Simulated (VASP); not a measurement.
A run of VASP 6.6.1 is set up as follows.

Contents of INCAR:

```
SYSTEM = LiCl
ALGO     = Normal         ! electronic algorithm
EDIFF    = 1E-7           ! SCF threshold, eV
ENCUT    = 520            ! plane-wave cutoff, eV
GGA      = PE             ! functional
ISIF     = 2              ! what is computed and relaxed
ISMEAR   = 0              ! smearing method
LASPH    = .TRUE.         ! aspherical terms in the spheres
LCHARG   = .FALSE.        ! write CHGCAR
LREAL    = .FALSE.        ! projectors in reciprocal space
LWAVE    = .FALSE.        ! write WAVECAR
NBANDS   = 12             ! bands
NELM     = 100            ! most SCF steps
PREC     = Accurate       ! precision mode
SIGMA    = 0.01           ! smearing width, eV
```

The input KPOINTS:

```
k-points
0
G
  8 8 8
  0 0 0
```

Contents of POSCAR:

```
LiCl
1.0
    0.0000000000      2.5491225941      2.5491225941
    2.5491225941      0.0000000000      2.5491225941
    2.5491225941      2.5491225941      0.0000000000
Li Cl
1 1
Direct
    0.0000000000      0.0000000000      0.0000000000
    0.5000000000      0.5000000000      0.5000000000
```

Potentials or basis: VASP PAW PBE potentials, release 64 (Li_sv, Cl).

The run is started by

```bash
$ cat potpaw_PBE.64/Li_sv/POTCAR potpaw_PBE.64/Cl/POTCAR > POTCAR
$ mpirun -np 1 vasp_std > vasp.out
```

Question: Predict the band gap on the k mesh.

Answer: 6.45 eV, direct.

 A k mesh can miss the band edges.
